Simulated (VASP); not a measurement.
WCl4F2:

```
CELL_PARAMETERS angstrom
-3.15000 4.10000 2.85000
3.15000 -4.10000 2.85000
3.15000 4.10000 -2.85000
ATOMIC_POSITIONS crystal
W 0.00000 0.00000 0.00000
Cl 0.71900 0.97300 0.25400
Cl 0.71900 0.46500 0.74600
Cl 0.27700 0.00000 0.27700
Cl 0.72300 0.00000 0.72300
F 0.23000 0.43800 0.20800
F 0.23000 0.02200 0.79200
```

```yaml
Program: VASP 6.6.1
Task: relaxation of cell and atoms
Functional: PBE
Potentials_or_basis: VASP PAW PBE potentials, release 64 (W_sv, Cl, F)
Cutoff: 600 eV
k_mesh: 3 × 3 × 3
Occupations: gaussian, width 0.15 eV
Spin: no spin polarisation
```

At the start: pressure 10.7 GPa; volume 21.03 Å³/atom.

Task: Where does the relaxation end?

Result: Over 15 steps the energy falls by 252.7 meV/atom and the volume is 32.05 Å³/atom (+52.4 %); space group Imm2 (No. 44, to 0.1 Å) before and after.

Step by step:
```tsv
step	energy change (eV)	largest force (eV/Å)	pressure (GPa)	volume (Å³)
1	0.0000	1.9742	10.66	147.23
2	-0.4781	3.0920	-4.34	179.11
3	-0.7141	2.1139	-0.18	165.60
4	-1.3594	0.8206	1.22	177.07
5	-1.4906	0.8010	2.93	185.28
6	-1.6478	1.0347	-1.52	209.37
7	-1.6561	0.7714	-0.78	204.39
8	-1.7265	0.3794	0.20	212.46
9	-1.7319	0.4620	0.56	215.38
10	-1.7622	0.1411	-0.28	225.44
11	-1.7630	0.1246	-0.17	224.02
12	-1.7663	0.1438	0.09	223.83
13	-1.7666	0.1889	0.19	223.75
14	-1.7684	0.0877	0.06	224.04
15	-1.7690	0.0599	-0.09	224.37
```

Final structure:
```xyz
7
Lattice="-3.6127 4.8246 3.2181 3.6127 -4.8246 3.2181 3.6127 4.8246 -3.2181" Properties=species:S:1:pos:R:3 pbc="T T T"
W     0.0000    0.0000    6.3744
Cl    1.6751    0.0000    4.8349
Cl    1.9377    4.8246    1.6168
Cl    3.6127   -2.5344    3.1882
Cl    3.6127    2.5344    3.1882
F     1.2797    0.0000    1.3339
F     2.3331    4.8246   -1.8842
```

Caveat: the k points lie up to 0.39 Å⁻¹ apart in the final cell; the volume moved by over 15 % at a fixed basis, so the end points are rough; this functional lacks dispersion, which binds layers or chains, so the pressure and a relaxed spacing across them are unreliable; the relaxation stopped at a loose force limit of 0.08 eV/Å, so its end isn't a converged minimum.
